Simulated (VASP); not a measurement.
A run of VASP 6.6.1 is set up as follows.

INCAR

```
SYSTEM = Ta3Ag
ALGO = Normal
EDIFF = 1E-6
ENCUT = 500
GGA = PE
GGA_COMPAT = .FALSE.
ISIF = 2
ISMEAR = 0
LASPH = .TRUE.
LCHARG = .FALSE.
LREAL = .FALSE.
LWAVE = .FALSE.
NBANDS = 30
NELM = 120
PREC = Accurate
SIGMA = 0.1
```

The input KPOINTS:

```
k-points
0
G
  4 4 4
  0 0 0
```

POSCAR

```
Ta3Ag
1.0
    4.0658408819      0.0000000000      0.0000000000
    0.0000000000      4.0658408819      0.0000000000
    0.0000000000      0.0000000000      4.0240497124
Ta Ag
3 1
Direct
    0.0000000000      0.5000000000      0.5000000000
    0.5000000000      0.0000000000      0.5000000000
    0.5000000000      0.5000000000      0.0000000000
    0.0000000000      0.0000000000      0.0000000000
```

Potentials or basis: VASP PAW PBE potentials, release 64 (Ta_pv, Ag).

Launch:

```console
$ cat potpaw_PBE.64/Ta_pv/POTCAR potpaw_PBE.64/Ag/POTCAR > POTCAR
$ mpirun -np 1 vasp_std > vasp.out
```

(1) Predict the band gap on the k mesh.

(2) What does it give for the pressure?

## Answers

(1) zero (band 22 reaches 9.93 eV, above the bottom of band 23 at 7.07 eV).

(2) 16.1 GPa.

Caveat: the k points lie up to 0.39 Å⁻¹ apart; spin-orbit coupling is left out, which moves the levels of the heavy elements.
